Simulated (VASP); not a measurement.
A run of VASP 6.6.1:

File INCAR:

```
  PREC = Accurate
  ENCUT = 600
  EDIFF = 1E-6
  ISMEAR = -1
  SIGMA = 0.05
  LREAL = F
  LASPH = T
  NELM = 120
  ALGO = Normal
  ISIF = 2
  LWAVE = F
  LCHARG = F
  GGA = CA
  NBANDS = 14
  GGA_COMPAT = F
```

The input KPOINTS:

```
Automatic mesh
0
Gamma
  10 10 10
```

POSCAR

```
HfN
1.0
    0.0000000000      2.2408586042      2.2408586042
    2.2408586042      0.0000000000      2.2408586042
    2.2408586042      2.2408586042      0.0000000000
Hf N
1 1
Direct
    0.0000000000      0.0000000000      0.0000000000
    0.5000000000      0.5000000000      0.5000000000
```

Potentials or basis: VASP PAW LDA potentials, release 64 (Hf_pv, N).

Launch:

```console
$ cat potpaw_LDA.64/Hf_pv/POTCAR potpaw_LDA.64/N/POTCAR > POTCAR
$ mpirun -np 1 vasp_std > vasp.out
```

Hardware: 1 thread of Intel(R) Xeon(R) Platinum 8259CL CPU @ 2.50GHz (Skylake/Cascade Lake), with other jobs on the host.

Problem. How long does it take, and how much memory?

Solution. Wall time 22 s on 1 thread of Intel(R) Xeon(R) Platinum 8259CL CPU @ 2.50GHz (Skylake/Cascade Lake) (shared host), peak memory 0.15 GiB. Counts: scf iterations 12, k points 47.
